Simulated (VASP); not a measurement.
The system is La.

```
CELL_PARAMETERS angstrom
3.75000 0.00000 0.00000
-1.87500 3.24760 0.00000
0.00000 0.00000 6.07000
ATOMIC_POSITIONS crystal
La 0.66667 0.33333 0.75000
La 0.33333 0.66667 0.25000
```

```yaml
Program: VASP 6.6.1
Task: relaxation of cell and atoms
Functional: RPBE
Dispersion: D3(BJ)
Potentials_or_basis: VASP PAW PBE potentials, release 64 (La)
Cutoff: 600 eV
k_mesh: 8 × 8 × 5
Occupations: fermi-dirac, width 0.05 eV
Spin: no spin polarisation
```

At the start: pressure -19.5 GPa; volume 36.96 Å³/atom.

Problem. How do energy, volume and symmetry change on relaxing?

Solution. Over 21 steps the energy falls by 2005.9 meV/atom and the volume is 18.40 Å³/atom (-50.2 %); space group P6_3/mmc (No. 194, to 0.1 Å) before and after.

Step by step:
| step | energy change (eV) | largest force (eV/Å) | pressure (GPa) | volume (Å³) |
| --- | --- | --- | --- | --- |
| 1 | 0.0000 | 0.0000 | -19.46 | 73.92 |
| 2 | -3.9204 | 0.0000 | 7.43 | 35.54 |
| 3 | -3.9554 | 0.0000 | -1.64 | 37.63 |
| 4 | -3.9571 | 0.0000 | 0.48 | 37.06 |
| 5 | -3.9836 | 0.0000 | 2.64 | 36.17 |
| 6 | -4.0110 | 0.0000 | 0.93 | 36.56 |
| 7 | -4.0110 | 0.0000 | 0.95 | 36.54 |
| 8 | -4.0110 | 0.0000 | 0.97 | 36.53 |
| 9 | -4.0111 | 0.0000 | -0.97 | 37.07 |
| 10 | -4.0119 | 0.0000 | -0.05 | 36.81 |
| 11 | -4.0119 | 0.0000 | -0.02 | 36.80 |
| 12 | -4.0119 | 0.0000 | -0.01 | 36.79 |
| 13 | -4.0116 | 0.0000 | 0.60 | 36.66 |
| 14 | -4.0119 | 0.0000 | 0.20 | 36.78 |
| 15 | -4.0118 | 0.0000 | 0.19 | 36.83 |
| 16 | -4.0119 | 0.0000 | -0.05 | 36.81 |
| 17 | -4.0119 | 0.0000 | 0.08 | 36.80 |
| 18 | -4.0119 | 0.0000 | 0.07 | 36.81 |
| 19 | -4.0119 | 0.0000 | -0.04 | 36.81 |
| 20 | -4.0119 | 0.0000 | -0.02 | 36.80 |
| 21 | -4.0119 | 0.0000 | -0.01 | 36.80 |

Final structure:
```xyz
2
Lattice="2.9280 0.0000 0.0000 -1.4640 2.5357 0.0000 0.0000 0.0000 4.9572" Properties=species:S:1:pos:R:3 pbc="T T T"
La    1.4640    0.8452    3.7179
La    0.0000    1.6905    1.2393
```

Caveat: the volume moved by over 15 % at a fixed basis, so the end points are rough; the dispersion term is far too large for a dense solid, which distorts pressure and volume; the PAW data sets were made with another functional, which shifts forces and pressure a little.
